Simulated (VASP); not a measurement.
Here is a VASP 6.6.1 calculation.

The input INCAR:

```
SYSTEM = PbSe
ALGO = Normal ; EDIFF = 1E-6
ENCUT = 520 ; GGA = PE
ISIF = 2 ; ISMEAR = 0
IVDW = 12 ; LASPH = .True.
LCHARG = .False. ; LREAL = .False.
LWAVE = .False. ; NBANDS = 17
NELM = 80 ; PREC = Accurate
SIGMA = 0.03
```

KPOINTS

```
k-points
0
Gamma
  10 10 10
  0 0 0
```

The input POSCAR:

```
PbSe
1.0
    0.0000000000      3.1119304857      3.2653486587
    3.1119304857      0.0000000000      3.2653486587
    3.1119304857      3.1119304857      0.0000000000
Pb Se
1 1
Direct
    0.0000000000      0.0000000000      0.0000000000
    0.5000000000      0.5000000000      0.5000000000
```

Potentials or basis: VASP PAW PBE potentials, release 64 (Pb_d, Se).

Command:

```sh
$ cat potpaw_PBE.64/Pb_d/POTCAR potpaw_PBE.64/Se/POTCAR > POTCAR
$ mpirun -np 1 vasp_std > vasp.out
```

**Question.** Estimate the band gap on the k mesh.

**Answer.** 0.53 eV.

**Question.** Estimate the pressure.

**Answer.** -2.5 GPa.

**Question.** What does it give for the dispersion energy per atom?

**Answer.** -0.337 eV.

Stress tensor (GPa, compression positive):
```
-1.29  0.00  0.00
 0.00 -1.29  0.00
 0.00  0.00 -4.82
```

Caveat: spin-orbit coupling is left out, which moves the levels of the heavy elements. A k mesh can miss the band edges.
